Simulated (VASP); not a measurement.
A run of VASP 6.6.1:

Contents of INCAR:

```
SYSTEM = Al
  PREC = Accurate
  ENCUT = 520
  EDIFF = 1E-6
  ISMEAR = -1
  SIGMA = 0.08
  LREAL = .FALSE.
  LASPH = .TRUE.
  NELM = 80
  ALGO = Normal
  ISIF = 2
  LWAVE = .FALSE.
  LCHARG = .FALSE.
  GGA = PE
  NBANDS = 8
```

KPOINTS

```
regular mesh
0
G
  16 16 16
  0 0 0
```

The input POSCAR:

```
Al
1.0
    2.1891474011      0.0000000000      0.0000000000
    0.0000000000      2.1891474011      0.0000000000
    0.0000000000      0.0000000000      2.1891474011
Al
1
Direct
    0.0000000000      0.0000000000      0.0000000000
```

Potentials or basis: VASP PAW PBE potentials, release 64 (Al).

Command:

```sh
$ cat potpaw_PBE.64/Al/POTCAR > POTCAR
$ mpirun -np 1 vasp_std > vasp.out
```

Hardware: 1 thread of Intel(R) Xeon(R) 6975P-C (Granite Rapids) (shared host).

**Question.** How long does it take, and how much memory?

**Answer.** Run time: 2.3 s on 1 thread of Intel(R) Xeon(R) 6975P-C (Granite Rapids), on a shared host, peak memory 0.11 GiB. Counts: scf iterations 10, k points 165.
